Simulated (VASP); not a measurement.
# NaLa (P-6m2) in VASP: further runs

NaLa is run at these levels: LDA; tasks: single point.

All numbers are computed with VASP 6.6.1; they aren't measurements. Logs are shortened: lines on timing, memory, paths and dates and some standing lists are left out, and cuts for length are marked.

### Step 1. The cell of the first run

It takes space group P-6m2 (No. 187, hexagonal). Conventional cell: a = 3.650 Å, b = 3.650 Å, c = 6.562 Å, α = 90.00°, β = 90.00°, γ = 120.00°. Within 4.8 Å of La (site symmetry -6m2) lie 6 La at 3.65 Å and 6 Na at 3.90 Å. Within 4.8 Å of Na (site symmetry -6m2) lie 6 Na at 3.65 Å and 6 La at 3.90 Å.

### Step 2. Single point, LDA (37.86 Å³/atom)

File INCAR:

```
ALGO = Normal
EDIFF = 1E-7
ENCUT = 520
GGA = CA
ISIF = 2
ISMEAR = 0
LASPH = T
LCHARG = T
LELF = T
LREAL = F
LVHAR = T
LWAVE = F
NBANDS = 16
NELM = 60
PREC = Accurate
SIGMA = 0.05
```

File KPOINTS:

```
k-points
0
Gamma
  9 9 4
```

File POSCAR:

```
NaLa
1.0
    3.6499556371      0.0000000000      0.0000000000
   -1.8249778185      3.1609543044      0.0000000000
    0.0000000000      0.0000000000      6.5623602402
La Na
1 1
Direct
    0.3333333333      0.6666666667      0.5000000000
    0.0000000000      0.0000000000      0.0000000000
```

Potentials or basis: VASP PAW LDA potentials, release 64 (La, Na_pv).

On the command line:

```
cat potpaw_LDA.64/La/POTCAR potpaw_LDA.64/Na_pv/POTCAR > POTCAR
mpirun -np 1 vasp_std > vasp.out
```

OUTCAR:

```text
EDIFF = 1E-7
   ENCUT = 520
   GGA = CA
   ISIF = 2
   ISMEAR = 0
   LASPH = T
   LREAL = F
   NELM = 60
   PREC = Accurate

 ion  position               nearest neighbor table
   1  0.333  0.667  0.500-
   2  0.000  0.000  0.000-

  LATTYP: Found a hexagonal cell.
 ALAT       =     3.6499556371
 C/A-ratio  =     1.7979287675

  Lattice vectors:

 A1 = (   3.6499556371,   0.0000000000,   0.0000000000)
 A2 = (  -1.8249778185,   3.1609543044,   0.0000000000)
 A3 = (   0.0000000000,   0.0000000000,   6.5623602402)

Analysis of symmetry for initial positions (statically):
=====================================================================
 Subroutine PRICEL returns:
 Original cell was already a primitive cell.

 Routine SETGRP: Setting up the symmetry group for a
 hexagonal supercell.

 Subroutine GETGRP returns: Found 12 space group operations
 (whereof 12 operations were pure point group operations)
 out of a pool of 24 trial point group operations.

The static configuration has the point symmetry D_3h.

Analysis of symmetry for dynamics (positions and initial velocities):
=====================================================================
 Subroutine PRICEL returns:
 Original cell was already a primitive cell.

 Routine SETGRP: Setting up the symmetry group for a
 hexagonal supercell.

 Subroutine GETGRP returns: Found 12 space group operations
 (whereof 12 operations were pure point group operations)
 out of a pool of 24 trial point group operations.

The dynamic configuration has the point symmetry D_3h.

 Subroutine INISYM returns: Found 12 space group operations
 (whereof 12 operations are pure point group operations),
 and found     1 'primitive' translations

----------------------------------------------------------------------------------------

                                     Primitive cell

  volume of cell :      75.7122

  direct lattice vectors                    reciprocal lattice vectors
     3.649955637  0.000000000  0.000000000     0.273975933  0.158180078  0.000000000
    -1.824977819  3.160954304  0.000000000     0.000000000  0.316360157  0.000000000
     0.000000000  0.000000000  6.562360240     0.000000000  0.000000000  0.152384198

  length of vectors
     3.649955637  3.649955637  6.562360240     0.316360157  0.316360157  0.152384198

  position of ions in fractional coordinates (direct lattice)
     0.333333333  0.666666667  0.500000000
     0.000000000  0.000000000  0.000000000

  ion indices of the primitive-cell ions
   primitive index   ion index
                 1           1
                 2           2

----------------------------------------------------------------------------------------

 KPOINTS: k-points

Automatic generation of k-mesh.
 Grid dimensions read from file:
 generate k-points for:    9    9    4

 Generating k-lattice:

  Cartesian coordinates                     Fractional coordinates (reciprocal lattice)
     0.030441770  0.017575564  0.000000000     0.111111111 -0.000000000  0.000000000
     0.000000000  0.035151129  0.000000000     0.000000000  0.111111111  0.000000000
     0.000000000  0.000000000  0.038096049     0.000000000  0.000000000  0.250000000

  Length of vectors
     0.035151129  0.035151129  0.038096049

  Shift w.r.t. Gamma in fractional coordinates (k-lattice)
     0.000000000  0.000000000  0.000000000

 Subroutine IBZKPT returns following result:
 ===========================================

 Found     36 irreducible k-points:

 Following reciprocal coordinates:
            Coordinates               Weight
  0.000000  0.000000  0.000000      1.000000
  0.111111  0.000000  0.000000      6.000000
  0.222222  0.000000  0.000000      6.000000
  0.333333  0.000000  0.000000      6.000000
  0.444444  0.000000  0.000000      6.000000
  0.111111  0.111111  0.000000      6.000000
[... 16 lines left out ...]
  0.333333  0.222222  0.250000     24.000000
  0.333333  0.333333  0.250000      4.000000
 [... further k-points ...]
   k-points           NKPTS =     36   k-points in BZ     NKDIM =     36   number of bands    NBANDS=     16
   number of dos      NEDOS =    301   number of ions     NIONS =      2
   total plane-waves  NPLWV =  39200
   dimension x,y,z NGX =    28 NGY =   28 NGZ =   50
   dimension x,y,z NGXF=    56 NGYF=   56 NGZF=  100
   ions per type =               1   1
   NGX,Y,Z   is equivalent  to a cutoff of  12.75, 12.75, 12.67 a.u.
   NGXF,Y,Z  is equivalent  to a cutoff of  25.51, 25.51, 25.33 a.u.
 SYSTEM =  unknown system
   PREC   = accura    normal or accurate (medium, high low for compatibility)
   ISTART =      0    job   : 0-new  1-cont  2-samecut
   ICHARG =      2    charge: 1-file 2-atom 10-const
   ISPIN  =      1    spin polarized calculation?
   LNONCOLLINEAR =      F non collinear calculations
   LSORBIT =      F    spin-orbit coupling
   LASPH  =      T    aspherical Exc in radial PAW
   ENCUT  =  520.0 eV  38.22 Ry    6.18 a.u.   6.79  6.79 12.20*2*pi/ulx,y,z
   NELM   =     60;   NELMIN=  2; NELMDL= -5     # of ELM steps
   EDIFF  = 0.1E-06   stopping-criterion for ELM
   LREAL  =      F    real-space projection
   EDIFFG = 0.1E-05   stopping-criterion for IOM
   NSW    =      0    number of steps for IOM
   IBRION =     -1    ionic relax: 0-MD 1-quasi-New 2-CG
   NFREE  =      0    steps in history (QN), initial steepest desc. (CG)
   ISIF   =      2    stress and relaxation
   ISYM   =      2    0-nonsym 1-usesym 2-fastsym
   POTIM  = 0.5000    time-step for ionic-motion
   TEBEG  =    0.0;   TEEND  =   0.0 temperature during run
   PSTRESS=    0.0 pullay stress
   NELECT =      18.0000    total number of electrons
   NUPDOWN=      -1.0000    fix difference up-down
   EMIN   =  10.00;   EMAX   =-10.00  energy-range for DOS
   EFERMI =   0.00;   METHOD = LEGACY
   ISMEAR =     0;   SIGMA  =   0.05  broadening in eV -4-tet -1-fermi 0-gaus
   EFERMI_NEDOS =   21; number of points for ismear=-14 and -15
   IALGO  =     38    algorithm
   IMIX   =      4    mixing-type and parameters
     AMIX     =   0.40;   BMIX     =  1.00
     AMIX_MAG =   1.60;   BMIX_MAG =  1.00
  volume/ion in A,a.u.               =      37.86       255.47
  Fermi-wavevector in a.u.,A,eV,Ry     =   1.014169  1.916502 13.994122  1.028539
  Thomas-Fermi vector in A             =   2.147381
   LORBIT       =      0    0 simple, 1 ext, 2 COOP (PROOUT), +10 PAW based schemes
   GGA     = CA    functional components
   LHFCALC =     F    Hartree Fock is set to
   AEXX    =    0.0000 exact exchange contribution
   IVDW    =     0    specifies the selected vdW correction
   LEPSILON=     F    determine dielectric tensor
   LRPA    =     F    only Hartree local field effects (RPA)
 non-spin polarized calculation
 Gauss-broadening in eV      SIGMA  =   0.05
  energy-cutoff  :      520.00
  volume of cell :       75.71
 maximum number of plane-waves:      2061
 NGX is ok and might be reduce to    28
   NGX = 13   NGY = 13   NGZ = 25

 number of electron      18.0000003 magnetization

 Free energy of the ion-electron system (eV)
  ---------------------------------------------------
  ext. energy  EPLUGINS =         0.00000000
  ---------------------------------------------------
  free energy    TOTEN  =        -6.52725751 eV

  energy without entropy =       -6.52287046  energy(sigma->0) =       -6.52506399

 E-fermi :   3.7426     XC(G=0):  -8.2477

 val. band max:        3.7391513713   @ k =   0.2222   0.2222   0.2500
 cond. band min:       3.7522203573   @ k =   0.3333   0.2222   0.5000
 fundamental gap:      0.0130689860
 Fermi energy:         3.7425854512

 k-point     1 :       0.0000    0.0000    0.0000
  band No.  band energies     occupation
      1     -29.3065      2.00000
      2     -20.7205      2.00000
      3     -20.7205      2.00000
      4     -20.7194      2.00000
      5     -13.0875      2.00000
      6     -12.2886      2.00000
[... 8 lines left out ...]
     15       5.3152      0.00000
     16       5.3152      0.00000

 k-point     2 :       0.1111    0.0000    0.0000
  band No.  band energies     occupation
      1     -29.2869      2.00000
      2     -20.7248      2.00000
      3     -20.7215      2.00000
      4     -20.7188      2.00000
      5     -13.0626      2.00000
      6     -12.4567      2.00000
[... 8 lines left out ...]
     15       5.2024      0.00000
     16       5.2874      0.00000

 k-point     3 :       0.2222    0.0000    0.0000
  band No.  band energies     occupation
      1     -29.2366      2.00000
      2     -20.7355      2.00000
      3     -20.7241      2.00000
      4     -20.7171      2.00000
      5     -12.9985      2.00000
      6     -12.8591      2.00000
[... 8 lines left out ...]
     15       5.2211      0.00000
     16       5.2602      0.00000

 k-point     4 :       0.3333    0.0000    0.0000
  band No.  band energies     occupation
      1     -29.1784      2.00000
      2     -20.7476      2.00000
      3     -20.7270      2.00000
      4     -20.7152      2.00000
      5     -13.2828      2.00000
      6     -12.9240      2.00000
[... 8 lines left out ...]
     15       5.2532      0.00000
     16       5.3036      0.00000
[... 324 lines left out ...]
 k-point    22 :       0.2222    0.2222    0.2500
  band No.  band energies     occupation
      1     -29.1526      2.00000
      2     -20.7483      2.00000
      3     -20.7330      2.00000
      4     -20.7144      2.00000
      5     -13.2998      2.00000
      6     -12.8917      2.00000
[... 8 lines left out ...]
     15       5.2229      0.00000
     16       5.3470      0.00000

 k-point    23 :       0.3333    0.2222    0.2500
  band No.  band energies     occupation
      1     -29.1229      2.00000
      2     -20.7511      2.00000
      3     -20.7377      2.00000
      4     -20.7135      2.00000
      5     -13.3931      2.00000
      6     -12.9235      2.00000
[... 8 lines left out ...]
     15       5.2361      0.00000
     16       5.3978      0.00000

 k-point    24 :       0.3333    0.3333    0.2500
  band No.  band energies     occupation
      1     -29.1126      2.00000
      2     -20.7459      2.00000
      3     -20.7456      2.00000
      4     -20.7132      2.00000
      5     -13.2103      2.00000
      6     -13.2088      2.00000
[... 8 lines left out ...]
     15       5.0923      0.00000
     16       5.2947      0.00000

 [... further k-points ...]

------------------------ aborting loop because EDIFF is reached ----------------------------------------

  FORCE on cell =-STRESS in cart. coord.  units (eV):
  Direction    XX          YY          ZZ          XY          YZ          ZX
  --------------------------------------------------------------------------------------
  -------------------------------------------------------------------------------------
  Total       -1.3410801     -1.3410801     -0.9407058     -0.0000000     -0.0000000     -0.0000000
  in kB      -28.3791538    -28.3791538    -19.9066655     -0.0000000     -0.0000000     -0.0000000
  external PRESSURE =     -25.5549910 kB  Pullay stress =       0.0000000 kB

 VOLUME and BASIS-vectors are now :
 -----------------------------------------------------------------------------
  energy-cutoff  :      520.00
  volume of cell :       75.71
      direct lattice vectors                 reciprocal lattice vectors
     3.649955637  0.000000000  0.000000000     0.273975933  0.158180078  0.000000000
    -1.824977819  3.160954304  0.000000000     0.000000000  0.316360157  0.000000000
     0.000000000  0.000000000  6.562360240     0.000000000  0.000000000  0.152384198

 POSITION                                       TOTAL-FORCE (eV/Angst)
 -----------------------------------------------------------------------------------
     -0.00000      2.10730      3.28118         0.000000     -0.000000      0.000000
      0.00000      0.00000      0.00000        -0.000000      0.000000      0.000000
 -----------------------------------------------------------------------------------
    total drift:                                0.000000     -0.000000     -0.000000

  FREE ENERGIE OF THE ION-ELECTRON SYSTEM (eV)
  ---------------------------------------------------
  free  energy   TOTEN  =        -6.5272575102 eV

  energy  without entropy=       -6.5228704640  energy(sigma->0) =       -6.52506399
```

It took 30 s on 1 thread of Intel Xeon Platinum 8559C (Emerald Rapids), shared host; peak memory 0.19 GiB.

What came out:

```
Free energy            : -6.5273 eV
Pressure               : -2.6 GPa
Band gap on the k mesh : zero (bands 9 and 10 overlap by 0.52 eV)
```

Levels at points of the mesh, in eV from the Fermi level:
```tsv
k point	band 7	band 8	band 9	band 10	band 11	band 12
(0.00, 0.00, 0.00)	-16.03	-3.24	-1.22	0.72	0.92	1.40
(0.00, 0.00, 0.50)	-16.03	-2.37	-2.00	0.01	0.92	1.14
```

Caveat: spin-orbit coupling is left out, which moves the levels of the heavy elements.

### Step 3. Single point, LDA (38.64 Å³/atom)

This run uses another cell than the first one, of 38.64 Å³/atom.

File INCAR:

```
SYSTEM = NaLa
  ALGO = Normal
  EDIFF = 1E-6
  ENCUT = 520
  ISIF = 2
  ISMEAR = 0
  LASPH = .True.
  LCHARG = .False.
  LREAL = .False.
  LWAVE = .False.
  NBANDS = 16
  NELM = 100
  PREC = Accurate
  SIGMA = 0.05
```

File KPOINTS:

```
k-points
0
Gamma
  9 9 4
  0 0 0
```

File POSCAR:

```
NaLa
1.0
    3.6751285404      0.0000000000      0.0000000000
   -1.8375642702      3.1827546782      0.0000000000
    0.0000000000      0.0000000000      6.6076193272
La Na
1 1
Direct
    0.3333333333      0.6666666667      0.5000000000
    0.0000000000      0.0000000000      0.0000000000
```

Potentials or basis: VASP PAW LDA potentials, release 64 (La, Na_pv).

On the command line:

```
cat potpaw_LDA.64/La/POTCAR potpaw_LDA.64/Na_pv/POTCAR > POTCAR
mpirun -np 1 vasp_std > vasp.out
```

OUTCAR:

```text
SYSTEM = NaLa
   EDIFF = 1E-6
   ENCUT = 520
   ISIF = 2
   ISMEAR = 0
   LASPH = .True.
   LREAL = .False.
   NELM = 100
   PREC = Accurate

 ion  position               nearest neighbor table
   1  0.333  0.667  0.500-
   2  0.000  0.000  0.000-

  LATTYP: Found a hexagonal cell.
 ALAT       =     3.6751285404
 C/A-ratio  =     1.7979287675

  Lattice vectors:

 A1 = (   3.6751285404,   0.0000000000,   0.0000000000)
 A2 = (  -1.8375642702,   3.1827546782,   0.0000000000)
 A3 = (   0.0000000000,   0.0000000000,   6.6076193272)

Analysis of symmetry for initial positions (statically):
=====================================================================
 Subroutine PRICEL returns:
 Original cell was already a primitive cell.

 Routine SETGRP: Setting up the symmetry group for a
 hexagonal supercell.

 Subroutine GETGRP returns: Found 12 space group operations
 (whereof 12 operations were pure point group operations)
 out of a pool of 24 trial point group operations.

The static configuration has the point symmetry D_3h.

Analysis of symmetry for dynamics (positions and initial velocities):
=====================================================================
 Subroutine PRICEL returns:
 Original cell was already a primitive cell.

 Routine SETGRP: Setting up the symmetry group for a
 hexagonal supercell.

 Subroutine GETGRP returns: Found 12 space group operations
 (whereof 12 operations were pure point group operations)
 out of a pool of 24 trial point group operations.

The dynamic configuration has the point symmetry D_3h.

 Subroutine INISYM returns: Found 12 space group operations
 (whereof 12 operations are pure point group operations),
 and found     1 'primitive' translations

----------------------------------------------------------------------------------------

                                     Primitive cell
[... 108 lines left out ...]
   IALGO  =     38    algorithm
   IMIX   =      4    mixing-type and parameters
     AMIX     =   0.40;   BMIX     =  1.00
     AMIX_MAG =   1.60;   BMIX_MAG =  1.00
  volume/ion in A,a.u.               =      38.64       260.79
  Fermi-wavevector in a.u.,A,eV,Ry     =   1.007223  1.903375 13.803072  1.014497
  Thomas-Fermi vector in A             =   2.140014
   LORBIT       =      0    0 simple, 1 ext, 2 COOP (PROOUT), +10 PAW based schemes
   GGA     = CA    functional components
   LHFCALC =     F    Hartree Fock is set to
   AEXX    =    0.0000 exact exchange contribution
   IVDW    =     0    specifies the selected vdW correction
   LEPSILON=     F    determine dielectric tensor
   LRPA    =     F    only Hartree local field effects (RPA)
 non-spin polarized calculation
 Gauss-broadening in eV      SIGMA  =   0.05
  energy-cutoff  :      520.00
  volume of cell :       77.29
 maximum number of plane-waves:      2102
 NGX is ok and might be reduce to    28
   NGX = 13   NGY = 13   NGZ = 25

 number of electron      18.0000000 magnetization

 Free energy of the ion-electron system (eV)
  ---------------------------------------------------
  ext. energy  EPLUGINS =         0.00000000
  ---------------------------------------------------
  free energy    TOTEN  =        -6.50109048 eV

  energy without entropy =       -6.49712798  energy(sigma->0) =       -6.49910923

 E-fermi :   3.6107     XC(G=0):  -8.1762

 val. band max:        3.6027639569   @ k =   0.2222   0.2222   0.2500
 cond. band min:       3.6136604942   @ k =   0.3333   0.2222   0.5000
 fundamental gap:      0.0108965373
 Fermi energy:         3.6106765020

 k-point     1 :       0.0000    0.0000    0.0000
  band No.  band energies     occupation
      1     -29.4647      2.00000
      2     -20.8612      2.00000
      3     -20.8612      2.00000
      4     -20.8581      2.00000
      5     -13.2407      2.00000
      6     -12.4810      2.00000
[... 433 lines left out ...]
      3     -20.8845      2.00000
      4     -20.8524      2.00000
      5     -13.3495      2.00000
      6     -13.3481      2.00000
[... 8 lines left out ...]
     15       4.9240      0.00000
     16       5.1206      0.00000

 [... further k-points ...]

------------------------ aborting loop because EDIFF is reached ----------------------------------------

  FORCE on cell =-STRESS in cart. coord.  units (eV):
  Direction    XX          YY          ZZ          XY          YZ          ZX
  --------------------------------------------------------------------------------------
  -------------------------------------------------------------------------------------
  Total       -1.4837530     -1.4837530     -1.0503808      0.0000000     -0.0000000      0.0000000
  in kB      -30.7575324    -30.7575325    -21.7739205      0.0000000     -0.0000000      0.0000000
  external PRESSURE =     -27.7629951 kB  Pullay stress =       0.0000000 kB

 VOLUME and BASIS-vectors are now :
 -----------------------------------------------------------------------------
  energy-cutoff  :      520.00
  volume of cell :       77.29
      direct lattice vectors                 reciprocal lattice vectors
     3.675128540  0.000000000  0.000000000     0.272099326  0.157096619  0.000000000
    -1.837564270  3.182754678  0.000000000     0.000000000  0.314193239  0.000000000
     0.000000000  0.000000000  6.607619327     0.000000000  0.000000000  0.151340438

 POSITION                                       TOTAL-FORCE (eV/Angst)
 -----------------------------------------------------------------------------------
     -0.00000      2.12184      3.30381        -0.000000     -0.000000      0.000000
      0.00000      0.00000      0.00000         0.000000      0.000000      0.000000
 -----------------------------------------------------------------------------------
    total drift:                                0.000000     -0.000000     -0.000000

  FREE ENERGIE OF THE ION-ELECTRON SYSTEM (eV)
  ---------------------------------------------------
  free  energy   TOTEN  =        -6.5010904826 eV

  energy  without entropy=       -6.4971279812  energy(sigma->0) =       -6.49910923
```

Run time: 24 s. Hardware: 1 thread of Intel Xeon Platinum 8559C (Emerald Rapids), shared host; peak memory 0.19 GiB.

What came out:

```
Free energy            : -6.5011 eV
Pressure               : -2.8 GPa
Band gap on the k mesh : zero (bands 9 and 10 overlap by 0.52 eV)
```

Stress tensor (GPa, compression positive):
```
-3.08  0.00  0.00
 0.00 -3.08  0.00
 0.00  0.00 -2.18
```

Levels at points of the mesh, in eV from the Fermi level:
```
           k point  band 7  band 8  band 9  band 10  band 11  band 12
(0.00, 0.00, 0.00)  -16.09   -3.21   -1.21     0.69     0.90     1.36
(0.00, 0.00, 0.50)  -16.09   -2.37   -1.98     0.03     0.90     1.11
```

Caveat: spin-orbit coupling is left out, which moves the levels of the heavy elements.
